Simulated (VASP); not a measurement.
# FeO (I4/mmm) in VASP: notebook

The runs below take FeO through single point, with LDA, BLYP, PBEsol.

All numbers are computed with VASP 6.6.1; they aren't measurements. Logs are shortened: lines on timing, memory, paths and dates and some standing lists are left out, and cuts for length are marked.

**1. The cell of the first run**

The structure is tetragonal, space group I4/mmm (No. 139). Conventional cell: a = 3.204 Å, b = 3.204 Å, c = 4.167 Å, α = 90.00°, β = 90.00°, γ = 90.00°. Within 2.8 Å of Fe (site symmetry 4/mmm) lie 6 O at 2.08 to 2.27 Å. O (site symmetry 4/mmm) has 6 Fe at 2.08 to 2.27 Å within 2.8 Å.

**2. Single point, LDA, collinear spin, antiferromagnetic start**

INCAR

```
SYSTEM = FeO
  ALGO = Normal
  EDIFF = 1E-6
  ENCUT = 520
  GGA = CA
  ISIF = 2
  ISMEAR = 1
  ISPIN = 2
  LASPH = .TRUE.
  LCHARG = .TRUE.
  LELF = .TRUE.
  LMAXMIX = 4
  LORBIT = 11
  LREAL = .FALSE.
  LVHAR = .TRUE.
  LWAVE = .FALSE.
  MAGMOM = 3.5 -3.5 0 0
  NBANDS = 26
  NELM = 150
  PREC = Accurate
  SIGMA = 0.1
```

KPOINTS

```
k-points
0
G
  8 8 4
  0 0 0
```

POSCAR

```
FeO
1.0
    2.6281660000     -1.6021040000      0.0000000000
    2.6281660000      1.6021040000      0.0000000000
   -1.3498300000      0.0000000000      5.0800590000
Fe O
2 2
Direct
    0.5000000000      0.5000000000      0.5000000000
    0.0000000000      0.0000000000      0.0000000000
    0.7500000000      0.7500000000      0.2500000000
    0.2500000000      0.2500000000      0.7500000000
```

Potentials or basis: VASP PAW LDA potentials, release 64 (Fe, O).

Run with:

```bash
cat potpaw_LDA.64/Fe/POTCAR potpaw_LDA.64/O/POTCAR > POTCAR
mpirun -np 1 vasp_std > vasp.out
```

OUTCAR:

```text
SYSTEM = FeO
   EDIFF = 1E-6
   ENCUT = 520
   GGA = CA
   ISIF = 2
   ISMEAR = 1
   ISPIN = 2
   LASPH = .TRUE.
   LORBIT = 11
   LREAL = .FALSE.
   NELM = 150
   PREC = Accurate

 ion  position               nearest neighbor table
   1  0.500  0.500  0.500-   3 2.08   4 2.08   4 2.27   4 2.27   3 2.27   3 2.27   2 3.08   2 3.08
                             2 3.08   2 3.08
   2  0.000  0.000  0.000-   3 2.08   4 2.08   3 2.27   3 2.27   4 2.27   4 2.27   1 3.08   1 3.08
                             1 3.08   1 3.08
   3  0.750  0.750  0.250-   1 2.08   2 2.08   1 2.27   1 2.27   2 2.27   2 2.27
   4  0.250  0.250  0.750-   1 2.08   2 2.08   2 2.27   2 2.27   1 2.27   1 2.27

  LATTYP: Found a base centered monoclinic cell.
 ALAT       =     5.2563320000
 B/A-ratio  =     0.6095901096
 C/A-ratio  =     1.0000002602
 COS(beta)  =    -0.2568006832

  Lattice vectors:

 A1 = (   2.6281660000,  -1.6021040000,   0.0000000000)
 A2 = (   2.6281660000,   1.6021040000,   0.0000000000)
 A3 = (  -1.3498300000,   0.0000000000,   5.0800590000)

Analysis of symmetry for initial positions (statically):
=====================================================================
 Subroutine PRICEL returns following result:

  LATTYP: Found a body centered tetragonal cell.
 ALAT       =     3.2042065055
 C/A-ratio  =     1.3004107566
[... 12 lines left out ...]
 Subroutine GETGRP returns: Found  4 space group operations
 (whereof  4 operations were pure point group operations)
 out of a pool of  4 trial point group operations.

The static configuration has the point symmetry C_2h.

Analysis of symmetry for dynamics (positions and initial velocities):
=====================================================================
 Subroutine PRICEL returns following result:

  LATTYP: Found a body centered tetragonal cell.
 ALAT       =     3.2042065055
 C/A-ratio  =     1.3004107566
[... 12 lines left out ...]
 Subroutine GETGRP returns: Found  4 space group operations
 (whereof  4 operations were pure point group operations)
 out of a pool of  4 trial point group operations.

The dynamic configuration has the point symmetry C_2h.

Analysis of structural, dynamic, and magnetic symmetry:
=====================================================================
 Subroutine PRICEL returns following result:

  LATTYP: Found a body centered tetragonal cell.
 ALAT       =     3.2042065055
 C/A-ratio  =     1.3004107566
[... 12 lines left out ...]
 Subroutine GETGRP returns: Found  4 space group operations
 (whereof  4 operations were pure point group operations)
 out of a pool of  4 trial point group operations.

The overall configuration has the point symmetry C_2h.

 Subroutine INISYM returns: Found  4 space group operations
 (whereof  4 operations are pure point group operations),
 and found     2 'primitive' translations

----------------------------------------------------------------------------------------

                                     Primitive cell

  volume of cell :      21.3901

  direct lattice vectors                    reciprocal lattice vectors
    -0.674915000  1.602104000  2.540029500    -0.000000000  0.000000000  0.393696215
    -2.628166000 -1.602104000  0.000000000    -0.190246735 -0.312089602  0.146297366
     2.628166000 -1.602104000  0.000000000     0.190246735 -0.312089602  0.247398849

  length of vectors
     3.077985923  3.077985340  3.077985340     0.393696215  0.393696151  0.441361451

  position of ions in fractional coordinates (direct lattice)
     1.000000000  1.000000000  0.000000000
     0.500000000  0.500000000  1.000000000

  ion indices of the primitive-cell ions
   primitive index   ion index
                 1           1
                 2           3

----------------------------------------------------------------------------------------

 KPOINTS: k-points

Automatic generation of k-mesh.
 Grid dimensions read from file:
 generate k-points for:    8    8    4

 Generating k-lattice:

  Cartesian coordinates                     Fractional coordinates (reciprocal lattice)
     0.023780842 -0.039011200  0.006318843     0.125000000  0.000000000  0.000000000
     0.023780842  0.039011200  0.006318843     0.000000000  0.125000000  0.000000000
     0.000000000  0.000000000  0.049212027     0.000000000  0.000000000  0.250000000

  Length of vectors
     0.046122987  0.046122987  0.049212027

  Shift w.r.t. Gamma in fractional coordinates (k-lattice)
     0.000000000  0.000000000  0.000000000

 Subroutine IBZKPT returns following result:
 ===========================================

 Found     78 irreducible k-points:

 Following reciprocal coordinates:
            Coordinates               Weight
  0.000000  0.000000  0.000000      1.000000
  0.125000  0.000000  0.000000      4.000000
  0.250000  0.000000  0.000000      4.000000
  0.375000  0.000000 -0.000000      4.000000
  0.500000  0.000000  0.000000      2.000000
  0.125000  0.125000  0.000000      2.000000
[... 16 lines left out ...]
  0.125000  0.000000  0.250000      4.000000
  0.250000  0.000000  0.250000      4.000000
 [... further k-points ...]
   k-points           NKPTS =     78   k-points in BZ     NKDIM =     78   number of bands    NBANDS=     26
   number of dos      NEDOS =    301   number of ions     NIONS =      4
   total plane-waves  NPLWV =  23040
   dimension x,y,z NGX =    24 NGY =   24 NGZ =   40
   dimension x,y,z NGXF=    48 NGYF=   48 NGZF=   80
   ions per type =               2   2
   NGX,Y,Z   is equivalent  to a cutoff of  12.96, 12.96, 12.65 a.u.
   NGXF,Y,Z  is equivalent  to a cutoff of  25.93, 25.93, 25.30 a.u.
 SYSTEM =  FeO
   PREC   = accura    normal or accurate (medium, high low for compatibility)
   ISTART =      0    job   : 0-new  1-cont  2-samecut
   ICHARG =      2    charge: 1-file 2-atom 10-const
   ISPIN  =      2    spin polarized calculation?
   LNONCOLLINEAR =      F non collinear calculations
   LSORBIT =      F    spin-orbit coupling
   LASPH  =      T    aspherical Exc in radial PAW
   ENCUT  =  520.0 eV  38.22 Ry    6.18 a.u.   5.72  5.72  9.77*2*pi/ulx,y,z
   NELM   =    150;   NELMIN=  2; NELMDL= -5     # of ELM steps
   EDIFF  = 0.1E-05   stopping-criterion for ELM
   LREAL  =      F    real-space projection
   EDIFFG = 0.1E-04   stopping-criterion for IOM
   NSW    =      0    number of steps for IOM
   IBRION =     -1    ionic relax: 0-MD 1-quasi-New 2-CG
   NFREE  =      0    steps in history (QN), initial steepest desc. (CG)
   ISIF   =      2    stress and relaxation
   ISYM   =      2    0-nonsym 1-usesym 2-fastsym
   POTIM  = 0.5000    time-step for ionic-motion
   TEBEG  =    0.0;   TEEND  =   0.0 temperature during run
   PSTRESS=    0.0 pullay stress
   NELECT =      28.0000    total number of electrons
   NUPDOWN=      -1.0000    fix difference up-down
   EMIN   =  10.00;   EMAX   =-10.00  energy-range for DOS
   EFERMI =   0.00;   METHOD = LEGACY
   ISMEAR =     1;   SIGMA  =   0.10  broadening in eV -4-tet -1-fermi 0-gaus
   EFERMI_NEDOS =   21; number of points for ismear=-14 and -15
   IALGO  =     38    algorithm
   IMIX   =      4    mixing-type and parameters
     AMIX     =   0.40;   BMIX     =  1.00
     AMIX_MAG =   1.60;   BMIX_MAG =  1.00
  volume/ion in A,a.u.               =      10.70        72.17
  Fermi-wavevector in a.u.,A,eV,Ry     =   1.421391  2.686039 27.488546  2.020351
  Thomas-Fermi vector in A             =   2.542205
   LORBIT       =     11    0 simple, 1 ext, 2 COOP (PROOUT), +10 PAW based schemes
   GGA     = CA    functional components
   LHFCALC =     F    Hartree Fock is set to
   AEXX    =    0.0000 exact exchange contribution
   IVDW    =     0    specifies the selected vdW correction
   LEPSILON=     F    determine dielectric tensor
   LRPA    =     F    only Hartree local field effects (RPA)
 spin polarized calculation
 Methfessel and Paxton  Order N= 1 SIGMA  =   0.10
  energy-cutoff  :      520.00
  volume of cell :       42.78
 maximum number of plane-waves:      1164
   NGX = 11   NGY = 11   NGZ = 19

 number of electron      27.9999995 magnetization       0.0000000

 number of electron      27.9999995 magnetization      -0.0000000

 Free energy of the ion-electron system (eV)
  ---------------------------------------------------
  ext. energy  EPLUGINS =         0.00000000
  ---------------------------------------------------
  free energy    TOTEN  =       -32.41513782 eV

  energy without entropy =      -32.41642509  energy(sigma->0) =      -32.41556691

 E-fermi :   5.1521     XC(G=0): -12.2592

 val. band max:        5.1512123786   @ k =  -0.1250   0.1250   0.0000
 cond. band min:       5.1545637353   @ k =   0.1250   0.0000   0.5000
 fundamental gap:      0.0033513568
 Fermi energy:         5.1520626345

 spin component 1

 k-point     1 :       0.0000    0.0000    0.0000
  band No.  band energies     occupation
      1     -14.6117      1.00000
      2     -13.5364      1.00000
      3      -2.7919      1.00000
      4      -0.6262      1.00000
      5      -0.4601      1.00000
      6       1.5485      1.00000
[... 685 lines left out ...]
     25      19.2028      0.00000
     26      19.5787      0.00000

 [... further k-points ...]

 spin component 2

 k-point     1 :       0.0000    0.0000    0.0000
  band No.  band energies     occupation
      1     -14.6117      1.00000
      2     -13.5364      1.00000
      3      -2.7919      1.00000
      4      -0.6262      1.00000
      5      -0.4601      1.00000
      6       1.5485      1.00000
[... 685 lines left out ...]
     25      19.2028      0.00000
     26      19.5787      0.00000

 [... further k-points ...]

------------------------ aborting loop because EDIFF is reached ----------------------------------------

  FORCE on cell =-STRESS in cart. coord.  units (eV):
  Direction    XX          YY          ZZ          XY          YZ          ZX
  --------------------------------------------------------------------------------------
  -------------------------------------------------------------------------------------
  Total       -6.9447146     -7.4962659     -4.9731802      0.0000000      0.0000000     -0.1574185
  in kB     -260.0894512   -280.7458304   -186.2526804      0.0000000      0.0000000     -5.8955485
  external PRESSURE =    -242.3626540 kB  Pullay stress =       0.0000000 kB

 VOLUME and BASIS-vectors are now :
 -----------------------------------------------------------------------------
  energy-cutoff  :      520.00
  volume of cell :       42.78
      direct lattice vectors                 reciprocal lattice vectors
     2.628166000 -1.602104000  0.000000000     0.190246735 -0.312089602  0.050550742
     2.628166000  1.602104000  0.000000000     0.190246735  0.312089602  0.050550742
    -1.349830000  0.000000000  5.080059000     0.000000000  0.000000000  0.196848107

 POSITION                                       TOTAL-FORCE (eV/Angst)
 -----------------------------------------------------------------------------------
      1.95325      0.00000      2.54003         0.000000     -0.000000     -0.000000
      0.00000      0.00000      0.00000        -0.000000     -0.000000      0.000000
      3.60479      0.00000      1.27001        -0.000000      0.000000      0.000000
      0.30171      0.00000      3.81004         0.000000      0.000000      0.000000
 -----------------------------------------------------------------------------------
    total drift:                                0.000000     -0.000000     -0.000000

  FREE ENERGIE OF THE ION-ELECTRON SYSTEM (eV)
  ---------------------------------------------------
  free  energy   TOTEN  =       -32.4151378163 eV

  energy  without entropy=      -32.4164250927  energy(sigma->0) =      -32.41556691

 total charge

# of ion       s       p       d       tot
------------------------------------------
    1        0.280   0.326   6.108   6.713
    2        0.280   0.326   6.108   6.713
    3        1.550   3.363   0.000   4.913
    4        1.550   3.363   0.000   4.913
--------------------------------------------------
tot          3.659   7.378  12.216  23.252

 magnetization (x)

# of ion       s       p       d       tot
------------------------------------------
    1        0.005   0.003   3.368   3.376
    2       -0.005  -0.003  -3.368  -3.376
    3        0.000   0.000   0.000   0.000
    4        0.000   0.000   0.000   0.000
--------------------------------------------------
tot          0.000   0.000   0.000   0.000
```

It took 2.1 min on 1 thread of Intel Xeon Platinum 8124M at 3.00GHz (Skylake/Cascade Lake), shared host; peak memory 0.23 GiB.

What came out:

| Quantity | Value |
| --- | --- |
| Free energy | -32.4151 eV |
| Pressure | -24.2 GPa |
| Band gap on the k mesh | zero (filled and empty bands overlap) |
| Net moment | 0.00 μB per cell |
| Site moments | Fe +3.38, -3.38; O +0.00 μB |
| Valence electrons inside the program's atomic spheres | Fe 6.71; O 4.91 |

Caveat: the cell stands under tension; semilocal functionals often make such compounds metallic where correlation or magnetic order opens a gap, which also shifts bond lengths. With open d or f shells a metallic result of LDA can be an artefact of self-interaction; +U or a hybrid may open a gap.

**3. Single point, BLYP, collinear spin, antiferromagnetic start**

INCAR

```
PREC = Accurate
ENCUT = 520
EDIFF = 1E-6
ISMEAR = 1
SIGMA = 0.1
LREAL = F
LASPH = T
NELM = 150
ALGO = Normal
ISIF = 2
LWAVE = F
LCHARG = T
ISPIN = 2
MAGMOM = 3.5 -3.5 0 0
LORBIT = 11
LMAXMIX = 4
GGA = B5
ALDAX = 1.0
AGGAX = 1.0
AGGAC = 1.0
ALDAC = 0.0
LELF = T
LVHAR = T
NBANDS = 26
```

KPOINTS

```
Automatic mesh
0
Gamma
  8 8 4
```

POSCAR is that of step 2.

Potentials or basis: VASP PAW PBE potentials, release 64 (Fe, O).

Run with:

```bash
cat potpaw_PBE.64/Fe/POTCAR potpaw_PBE.64/O/POTCAR > POTCAR
mpirun -np 1 vasp_std > vasp.out
```

Wall time 2.9 min (1 thread of Intel Xeon Platinum 8124M at 3.00GHz (Skylake/Cascade Lake), shared host); peak memory 0.26 GiB.

It converged, with:

* Free energy: -27.6878 eV
* Pressure: -3.6 GPa
* Band gap on the k mesh: zero (filled and empty bands overlap)
* Net moment: 0.00 μB per cell
* Site moments: Fe +3.43, -3.43; O +0.00 μB
* Valence electrons inside the program's atomic spheres: Fe 6.71; O 4.97

Stress tensor (GPa, compression positive):
```
-4.10  0.00 -2.30
 0.00 -8.47  0.00
-2.30  0.00  1.74
```

Levels at points of the mesh, in eV from the Fermi level:
Spin up:
```csv
k point,band 11,band 12,band 13,band 14,band 15,band 16,band 17,band 18
"(0.00, 0.00, 0.00)",-2.87,-2.16,-2.04,-0.17,-0.06,0.28,0.59,1.57
"(0.50, 0.00, 0.00)",-2.39,-1.62,-1.15,-0.49,0.36,0.79,1.37,1.72
"(0.50, 0.50, 0.00)",-2.47,-1.72,-1.41,-0.46,0.65,0.76,1.68,2.13
"(0.00, 0.00, 0.50)",-2.83,-1.35,-1.05,-0.22,-0.17,0.04,1.32,1.44
"(0.50, 0.00, 0.50)",-2.51,-1.82,-1.46,-0.25,0.38,0.78,1.68,2.10
"(0.50, 0.50, 0.50)",-2.31,-1.48,-1.35,-0.69,0.62,0.75,1.45,1.57
```
Spin down:
```tsv
k point	band 11	band 12	band 13	band 14	band 15	band 16	band 17	band 18
(0.00, 0.00, 0.00)	-2.87	-2.16	-2.04	-0.17	-0.06	0.28	0.59	1.57
(0.50, 0.00, 0.00)	-2.39	-1.62	-1.15	-0.49	0.36	0.79	1.37	1.72
(0.50, 0.50, 0.00)	-2.47	-1.72	-1.41	-0.46	0.65	0.76	1.68	2.13
(0.00, 0.00, 0.50)	-2.83	-1.35	-1.05	-0.22	-0.17	0.04	1.32	1.44
(0.50, 0.00, 0.50)	-2.51	-1.82	-1.46	-0.25	0.38	0.78	1.68	2.10
(0.50, 0.50, 0.50)	-2.31	-1.48	-1.35	-0.69	0.62	0.75	1.45	1.57
```

Caveat: the cell stands under tension; the PAW data sets were made with another functional, which shifts forces and pressure a little; semilocal functionals often make such compounds metallic where correlation or magnetic order opens a gap, which also shifts bond lengths.

**4. Single point, PBEsol, collinear spin, antiferromagnetic start**

INCAR

```
  ALGO = Normal
  EDIFF = 1E-6
  ENCUT = 520
  GGA = PS
  ISIF = 2
  ISMEAR = 1
  ISPIN = 2
  LASPH = T
  LCHARG = F
  LMAXMIX = 4
  LORBIT = 11
  LREAL = F
  LWAVE = F
  MAGMOM = 3.5 -3.5 0 0
  NBANDS = 26
  NELM = 150
  PREC = Accurate
  SIGMA = 0.1
```

KPOINTS

```
k-points
0
Gamma
  8 8 4
```

POSCAR is that of step 3.

Run with:

```bash
cat potpaw_PBE.64/Fe/POTCAR potpaw_PBE.64/O/POTCAR > POTCAR
mpirun -np 1 vasp_std > vasp.out
```

Wall time 2.2 min (1 thread of Intel Xeon Platinum 8124M at 3.00GHz (Skylake/Cascade Lake), shared host); peak memory 0.26 GiB.

Results (log left out):

```yaml
Free_energy: -31.3311 eV
Pressure: -17.3 GPa
Band_gap_on_the_k_mesh: zero (filled and empty bands overlap)
Net_moment: 0.00 μB per cell
Site_moments: Fe +3.44, -3.44; O +0.00 μB
Valence_electrons_inside_the_program's_atomic_spheres: Fe 6.69; O 4.93
```

Stress tensor (GPa, compression positive):
```
-18.41   0.00  -1.50
  0.00 -21.73   0.00
 -1.50   0.00 -11.87
```

Levels at points of the mesh, in eV from the Fermi level:
Spin up:
```
           k point  band 12  band 13  band 14  band 15  band 16  band 17
(0.00, 0.00, 0.00)    -2.33    -2.18    -0.13    -0.04     0.14     0.19
(0.50, 0.00, 0.00)    -1.79    -1.28    -0.56     0.42     0.74     1.26
(0.50, 0.50, 0.00)    -1.83    -1.53    -0.50     0.63     0.72     1.61
(0.00, 0.00, 0.50)    -1.49    -1.17    -0.16    -0.15    -0.11     1.20
(0.50, 0.00, 0.50)    -1.95    -1.59    -0.30     0.43     0.73     1.60
(0.50, 0.50, 0.50)    -1.61    -1.50    -0.75     0.62     0.70     1.36
```
Spin down:
| k point | band 12 | band 13 | band 14 | band 15 | band 16 | band 17 |
| --- | --- | --- | --- | --- | --- | --- |
| (0.00, 0.00, 0.00) | -2.33 | -2.18 | -0.13 | -0.04 | 0.14 | 0.19 |
| (0.50, 0.00, 0.00) | -1.79 | -1.28 | -0.56 | 0.42 | 0.74 | 1.26 |
| (0.50, 0.50, 0.00) | -1.83 | -1.53 | -0.50 | 0.63 | 0.72 | 1.61 |
| (0.00, 0.00, 0.50) | -1.49 | -1.17 | -0.16 | -0.15 | -0.11 | 1.20 |
| (0.50, 0.00, 0.50) | -1.95 | -1.59 | -0.30 | 0.43 | 0.73 | 1.60 |
| (0.50, 0.50, 0.50) | -1.61 | -1.50 | -0.75 | 0.62 | 0.70 | 1.36 |

Caveat: the cell stands under tension; the PAW data sets were made with another functional, which shifts forces and pressure a little; semilocal functionals often make such compounds metallic where correlation or magnetic order opens a gap, which also shifts bond lengths. With open d or f shells a metallic result of PBEsol can be an artefact of self-interaction; +U or a hybrid may open a gap.

**5. Overview**

```tsv
level	potentials or basis	gap on the mesh (eV)	pressure (GPa)	moment (μB)
LDA	VASP PAW LDA potentials, release 64 (Fe, O)	none	-24.2	0.00
BLYP	VASP PAW PBE potentials, release 64 (Fe, O)	none	-3.6	0.00
PBEsol	VASP PAW PBE potentials, release 64 (Fe, O)	none	-17.3	0.00
```

Alike in all rows: task single point; spin collinear, antiferromagnetic start; cell as given; k mesh 8 × 8 × 4; cutoff (eV) 520; smearing methfessel-paxton 0.1 eV.

Caveats: the cell stands under tension; semilocal functionals often make such compounds metallic where correlation or magnetic order opens a gap, which also shifts bond lengths; the PAW data sets were made with another functional, which shifts forces and pressure a little (at least some runs).

Total energies depend on the potentials used, so only differences within one code and one set of settings carry meaning.
